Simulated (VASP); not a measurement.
A run of VASP 6.6.1:

INCAR

```
SYSTEM = TaS2
PREC = Accurate ; ENCUT = 500
EDIFF = 1E-6 ; ISMEAR = 0
SIGMA = 0.05 ; LREAL = .False.
LASPH = .True. ; NELM = 120
ALGO = Normal ; ISIF = 2
LWAVE = .False. ; LCHARG = .False.
GGA = PE ; NBANDS = 18
GGA_COMPAT = .False.
```

File KPOINTS:

```
regular mesh
0
Gamma
  12 12 6
  0 0 0
```

The input POSCAR:

```
TaS2
1.0
    3.3500000000      0.0000000000      0.0000000000
   -1.6750000000      2.9011851027      0.0000000000
    0.0000000000      0.0000000000      5.8600000000
Ta S
1 2
Direct
    0.0000000000      0.0000000000      0.0000000000
    0.3333333333      0.6666666667      0.2500000000
    0.6666666667      0.3333333333      0.7500000000
```

Potentials or basis: VASP PAW PBE potentials, release 64 (Ta_pv, S).

Command:

```bash
$ cat potpaw_PBE.64/Ta_pv/POTCAR potpaw_PBE.64/S/POTCAR > POTCAR
$ mpirun -np 1 vasp_std > vasp.out
```

Hardware: 1 thread of Intel(R) Xeon(R) Platinum 8375C CPU @ 2.90GHz (Ice Lake), with other jobs on the host.

Question: Estimate the wall time of this run.

Answer: It took 49 s on 1 thread of Intel(R) Xeon(R) Platinum 8375C CPU @ 2.90GHz (Ice Lake), with other jobs on the host, peak memory 0.23 GiB. Counts: scf iterations 14, k points 100.
